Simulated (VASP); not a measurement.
Here is a VASP 6.6.1 calculation.

POSCAR

```
GaN
1.0
    3.1830984299      0.0000000000      0.0000000000
   -1.5915492150      2.7566441030      0.0000000000
    0.0000000000      0.0000000000      5.1835962425
Ga N
2 2
Direct
    0.3333333333      0.6666666667      0.9991101046
    0.6666666667      0.3333333333      0.4991101046
    0.3514713294      0.7029426589      0.3373066434
    0.6666666667      0.3333333333      0.8758898954
```

File INCAR.step1:

```
SYSTEM = GaN
ALGO = Normal
EDIFF = 1E-4
ENCUT = 520
GGA = PE
ISMEAR = 0
LASPH = .True.
LCHARG = .False.
LREAL = .False.
LWAVE = .True.
NBANDS = 26
NELM = 60
PREC = Accurate
SIGMA = 0.05
```

Contents of INCAR.step2:

```
SYSTEM = GaN
ALGO = Normal
EDIFF = 1E-6
ENCUT = 520
ISIF = 2
ISMEAR = 0
ISTART = 1
LASPH = .True.
LCHARG = .True.
LELF = .True.
LMIXTAU = .True.
LREAL = .False.
LVHAR = .True.
LWAVE = .False.
METAGGA = R2SCAN
NBANDS = 26
NELM = 60
PREC = Accurate
SIGMA = 0.05
```

File KPOINTS:

```
k-points
0
Gamma
  12 12 6
  0 0 0
```

Potentials or basis: VASP PAW PBE potentials, release 64 (Ga_d, N).

Command:

```bash
$ cat potpaw_PBE.64/Ga_d/POTCAR potpaw_PBE.64/N/POTCAR > POTCAR
$ cp INCAR.step1 INCAR
$ mpirun -np 1 vasp_std > vasp.out
$ cp INCAR.step2 INCAR
$ mpirun -np 1 vasp_std > vasp.out
```

Problem. Predict the pressure.

Solution. 4.6 GPa.

Problem. Predict the largest force.

Solution. 5.290 eV/Å.

Forces on the atoms (eV/Å):
```
Ga   0.000 -0.076 -2.904
Ga   0.000  0.866 -1.011
N    0.000 -0.873  5.218
N    0.000  0.084 -1.303
```

Caveat: the cell differs from its parent crystal (atom 3 (N) moved by (+0.100, -0.200) A along y and z); the stress differs along the axes, from -3 to 16 GPa; the PAW data sets were made with another functional, which shifts forces and pressure a little.
